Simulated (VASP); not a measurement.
# Ag (Im-3m) in VASP: single point with PBEsol

Aim: the single point of Ag with PBEsol.

Program: VASP 6.6.1. These are calculated values, not measurements. Logs are shortened: lines on timing, memory, paths and dates and some standing lists are left out, and cuts for length are marked.

**1. The cell of the first run**

It takes space group Im-3m (No. 229, cubic). The conventional cell has a = 3.226 Å, b = 3.226 Å, c = 3.226 Å, α = 90.00°, β = 90.00°, γ = 90.00°. Within 3.7 Å of Ag (site symmetry m-3m) lie 14 Ag at 2.79 to 3.23 Å.

**2. Single point, PBEsol**

INCAR

```
PREC     = Accurate       # precision mode
ENCUT    = 520            # plane-wave cutoff, eV
EDIFF    = 1E-6           # SCF threshold, eV
ISMEAR   = -1             # smearing method
SIGMA    = 0.13605693000000002 # smearing width, eV
LREAL    = False          # projectors in reciprocal space
LASPH    = True           # aspherical terms in the spheres
NELM     = 60             # most SCF steps
ALGO     = Normal         # electronic algorithm
ISIF     = 2              # what is computed and relaxed
LWAVE    = False          # write WAVECAR
LCHARG   = False          # write CHGCAR
GGA      = PS             # functional
NBANDS   = 12             # bands
```

KPOINTS

```
Automatic mesh
0
Gamma
  14 14 14
```

POSCAR

```
Ag
1.0
   -1.6128522156      1.6128522156      1.6128522156
    1.6128522156     -1.6128522156      1.6128522156
    1.6128522156      1.6128522156     -1.6128522156
Ag
1
Direct
    0.0000000000      0.0000000000      0.0000000000
```

Potentials or basis: VASP PAW PBE potentials, release 64 (Ag).

Started as:

```bash
$ cat potpaw_PBE.64/Ag/POTCAR > POTCAR
$ mpirun -np 1 vasp_std > vasp.out
```

OUTCAR:

```text
PREC = Accurate
   ENCUT = 520
   EDIFF = 1E-6
   ISMEAR = -1
   LREAL = False
   LASPH = True
   NELM = 60
   ISIF = 2
   GGA = PS

 ion  position               nearest neighbor table
   1  0.000  0.000  0.000-

  LATTYP: Found a body centered cubic cell.
 ALAT       =     3.2257044312

  Lattice vectors:

 A1 = (  -1.6128522156,   1.6128522156,   1.6128522156)
 A2 = (   1.6128522156,  -1.6128522156,   1.6128522156)
 A3 = (   1.6128522156,   1.6128522156,  -1.6128522156)

Analysis of symmetry for initial positions (statically):
=====================================================================
 Subroutine PRICEL returns:
 Original cell was already a primitive cell.

 Routine SETGRP: Setting up the symmetry group for a
 body centered cubic supercell.

 Subroutine GETGRP returns: Found 48 space group operations
 (whereof 48 operations were pure point group operations)
 out of a pool of 48 trial point group operations.

The static configuration has the point symmetry O_h .

Analysis of symmetry for dynamics (positions and initial velocities):
=====================================================================
 Subroutine PRICEL returns:
 Original cell was already a primitive cell.

 Routine SETGRP: Setting up the symmetry group for a
 body centered cubic supercell.

 Subroutine GETGRP returns: Found 48 space group operations
 (whereof 48 operations were pure point group operations)
 out of a pool of 48 trial point group operations.

The dynamic configuration has the point symmetry O_h .

 Subroutine INISYM returns: Found 48 space group operations
 (whereof 48 operations are pure point group operations),
 and found     1 'primitive' translations

----------------------------------------------------------------------------------------

                                     Primitive cell

  volume of cell :      16.7820

  direct lattice vectors                    reciprocal lattice vectors
    -1.612852216  1.612852216  1.612852216     0.000000000  0.310009804  0.310009804
     1.612852216 -1.612852216  1.612852216     0.310009804  0.000000000  0.310009804
     1.612852216  1.612852216 -1.612852216     0.310009804  0.310009804  0.000000000

  length of vectors
     2.793541983  2.793541983  2.793541983     0.438420070  0.438420070  0.438420070

  position of ions in fractional coordinates (direct lattice)
     0.000000000  0.000000000  0.000000000

  ion indices of the primitive-cell ions
   primitive index   ion index
                 1           1

----------------------------------------------------------------------------------------

 KPOINTS: Automatic mesh

Automatic generation of k-mesh.
 Grid dimensions read from file:
 generate k-points for:   14   14   14

 Generating k-lattice:

  Cartesian coordinates                     Fractional coordinates (reciprocal lattice)
     0.000000000  0.022143557  0.022143557     0.071428571  0.000000000  0.000000000
     0.022143557  0.000000000  0.022143557     0.000000000  0.071428571  0.000000000
     0.022143557  0.022143557  0.000000000     0.000000000  0.000000000  0.071428571

  Length of vectors
     0.031315719  0.031315719  0.031315719

  Shift w.r.t. Gamma in fractional coordinates (k-lattice)
     0.000000000  0.000000000  0.000000000

 Subroutine IBZKPT returns following result:
 ===========================================

 Found    104 irreducible k-points:

 Following reciprocal coordinates:
            Coordinates               Weight
  0.000000  0.000000  0.000000      1.000000
  0.071429  0.000000  0.000000     12.000000
  0.142857  0.000000  0.000000     12.000000
  0.214286  0.000000  0.000000     12.000000
  0.285714  0.000000  0.000000     12.000000
  0.357143  0.000000  0.000000     12.000000
[... 16 lines left out ...]
  0.285714  0.285714  0.000000     24.000000
  0.357143  0.285714  0.000000     24.000000
 [... further k-points ...]
   k-points           NKPTS =    104   k-points in BZ     NKDIM =    104   number of bands    NBANDS=     12
   number of dos      NEDOS =    301   number of ions     NIONS =      1
   total plane-waves  NPLWV =  13824
   dimension x,y,z NGX =    24 NGY =   24 NGZ =   24
   dimension x,y,z NGXF=    48 NGYF=   48 NGZF=   48
   ions per type =               1
   NGX,Y,Z   is equivalent  to a cutoff of  14.28, 14.28, 14.28 a.u.
   NGXF,Y,Z  is equivalent  to a cutoff of  28.57, 28.57, 28.57 a.u.
 SYSTEM =  unknown system
   PREC   = accura    normal or accurate (medium, high low for compatibility)
   ISTART =      0    job   : 0-new  1-cont  2-samecut
   ICHARG =      2    charge: 1-file 2-atom 10-const
   ISPIN  =      1    spin polarized calculation?
   LNONCOLLINEAR =      F non collinear calculations
   LSORBIT =      F    spin-orbit coupling
   LASPH  =      T    aspherical Exc in radial PAW
   ENCUT  =  520.0 eV  38.22 Ry    6.18 a.u.   5.19  5.19  5.19*2*pi/ulx,y,z
   NELM   =     60;   NELMIN=  2; NELMDL= -5     # of ELM steps
   EDIFF  = 0.1E-05   stopping-criterion for ELM
   LREAL  =      F    real-space projection
   EDIFFG = 0.1E-04   stopping-criterion for IOM
   NSW    =      0    number of steps for IOM
   IBRION =     -1    ionic relax: 0-MD 1-quasi-New 2-CG
   NFREE  =      0    steps in history (QN), initial steepest desc. (CG)
   ISIF   =      2    stress and relaxation
   ISYM   =      2    0-nonsym 1-usesym 2-fastsym
   POTIM  = 0.5000    time-step for ionic-motion
   TEBEG  =    0.0;   TEEND  =   0.0 temperature during run
   PSTRESS=    0.0 pullay stress
   NELECT =      11.0000    total number of electrons
   NUPDOWN=      -1.0000    fix difference up-down
   EMIN   =  10.00;   EMAX   =-10.00  energy-range for DOS
   EFERMI =   0.00;   METHOD = LEGACY
   ISMEAR =    -1;   SIGMA  =   0.14  broadening in eV -4-tet -1-fermi 0-gaus
   EFERMI_NEDOS =   21; number of points for ismear=-14 and -15
   IALGO  =     38    algorithm
   IMIX   =      4    mixing-type and parameters
     AMIX     =   0.40;   BMIX     =  1.00
     AMIX_MAG =   1.60;   BMIX_MAG =  1.00
  volume/ion in A,a.u.               =      16.78       113.25
  Fermi-wavevector in a.u.,A,eV,Ry     =   1.422082  2.687344 27.515277  2.022316
  Thomas-Fermi vector in A             =   2.542823
   LORBIT       =      0    0 simple, 1 ext, 2 COOP (PROOUT), +10 PAW based schemes
   GGA     = PS    functional components
   LHFCALC =     F    Hartree Fock is set to
   AEXX    =    0.0000 exact exchange contribution
   IVDW    =     0    specifies the selected vdW correction
   LEPSILON=     F    determine dielectric tensor
   LRPA    =     F    only Hartree local field effects (RPA)
 non-spin polarized calculation
  energy-cutoff  :      520.00
  volume of cell :       16.78
 maximum number of plane-waves:       466
 NGX is ok and might be reduce to    24
   NGX = 11   NGY = 11   NGZ = 11

 number of electron      10.9999997 magnetization

 Free energy of the ion-electron system (eV)
  ---------------------------------------------------
  ext. energy  EPLUGINS =         0.00000000
  ---------------------------------------------------
  free energy    TOTEN  =        -3.27556144 eV

  energy without entropy =       -3.25236343  energy(sigma->0) =       -3.26396243

 E-fermi :   8.4728     XC(G=0): -12.5074

 val. band max:        8.4323565280   @ k =   0.2143   0.2143   0.0714
 cond. band min:       8.6267970791   @ k =   0.3571   0.1429   0.0000
 fundamental gap:      0.1944405512
 Fermi energy:         8.4728185448

 k-point     1 :       0.0000    0.0000    0.0000
  band No.  band energies     occupation
      1       0.5131      2.00000
      2       3.5037      2.00000
      3       3.5037      2.00000
      4       3.5037      2.00000
      5       4.8892      2.00000
      6       4.8892      2.00000
      7      26.4575      0.00000
      8      26.4575      0.00000
      9      26.4575      0.00000
     10      33.0023      0.00000
     11      33.0024      0.00000
     12      33.0331      0.00000

 k-point     2 :       0.0714    0.0000    0.0000
  band No.  band energies     occupation
      1       0.6837      2.00000
      2       3.4602      2.00000
      3       3.5100      2.00000
      4       3.6034      2.00000
      5       4.8418      2.00000
      6       4.8923      2.00000
      7      26.0567      0.00000
      8      26.4070      0.00000
      9      26.5857      0.00000
     10      31.0993      0.00000
     11      31.2847      0.00000
     12      31.9703      0.00000

 k-point     3 :       0.1429    0.0000    0.0000
  band No.  band energies     occupation
      1       1.1625      2.00000
      2       3.3405      2.00000
      3       3.5371      2.00000
      4       3.8918      2.00000
      5       4.7412      2.00000
      6       4.9029      2.00000
      7      24.5557      0.00000
      8      25.9445      0.00000
      9      26.9364      0.00000
     10      29.8300      0.00000
     11      29.9911      0.00000
     12      30.2303      0.00000
[... 286 lines left out ...]
 k-point    23 :       0.2857    0.2857    0.0000
  band No.  band energies     occupation
      1       2.5705      2.00000
      2       3.1636      2.00000
      3       3.7786      2.00000
      4       4.8503      2.00000
      5       5.1601      2.00000
      6      10.6029      0.00000
      7      14.9817      0.00000
      8      15.3651      0.00000
      9      22.9219      0.00000
     10      29.2670      0.00000
     11      31.0389      0.00000
     12      37.7011      0.00000

 k-point    24 :       0.3571    0.2857    0.0000
  band No.  band energies     occupation
      1       2.5767      2.00000
      2       3.2488      2.00000
      3       3.6849      2.00000
      4       4.9364      2.00000
      5       5.1187      2.00000
      6      12.2847      0.00000
      7      13.2938      0.00000
      8      14.9404      0.00000
      9      22.8587      0.00000
     10      29.6623      0.00000
     11      30.5917      0.00000
     12      37.5272      0.00000

 [... further k-points ...]
[... 5 lines left out ...]
  --------------------------------------------------------------------------------------
  -------------------------------------------------------------------------------------
  Total       -0.0219536     -0.0219536     -0.0219536      0.0000000      0.0000000     -0.0000000
  in kB       -2.0959139     -2.0959139     -2.0959139      0.0000000      0.0000000     -0.0000000
  external PRESSURE =      -2.0959139 kB  Pullay stress =       0.0000000 kB

 VOLUME and BASIS-vectors are now :
 -----------------------------------------------------------------------------
  energy-cutoff  :      520.00
  volume of cell :       16.78
      direct lattice vectors                 reciprocal lattice vectors
    -1.612852216  1.612852216  1.612852216     0.000000000  0.310009804  0.310009804
     1.612852216 -1.612852216  1.612852216     0.310009804  0.000000000  0.310009804
     1.612852216  1.612852216 -1.612852216     0.310009804  0.310009804  0.000000000

 POSITION                                       TOTAL-FORCE (eV/Angst)
 -----------------------------------------------------------------------------------
      0.00000      0.00000      0.00000         0.000000     -0.000000     -0.000000
 -----------------------------------------------------------------------------------
    total drift:                                0.000000      0.000000     -0.000000

  FREE ENERGIE OF THE ION-ELECTRON SYSTEM (eV)
  ---------------------------------------------------
  free  energy   TOTEN  =        -3.2755614396 eV

  energy  without entropy=       -3.2523634301  energy(sigma->0) =       -3.26396243
```

Wall time 12 s (1 thread of Intel Xeon 6975P-C, shared host); peak memory 0.15 GiB.

Results:

```yaml
Free_energy: -3.2756 eV
Pressure: -0.2 GPa
```

Levels at points of the mesh, in eV from the Fermi level:
```tsv
k point	band 2	band 3	band 4	band 5	band 6	band 7	band 8	band 9	band 10	band 11
(0.00, 0.00, 0.00)	-4.97	-4.97	-4.97	-3.58	-3.58	17.98	17.98	17.98	24.53	24.53
(0.50, 0.00, 0.00)	-5.78	-3.64	-3.45	-2.54	-0.18	4.22	13.35	14.57	20.20	21.46
(0.50, 0.50, 0.50)	-6.47	-2.79	-2.79	-2.79	6.88	6.88	6.88	13.03	13.67	13.67
```

Caveat: the PAW data sets were made with another functional, which shifts forces and pressure a little.
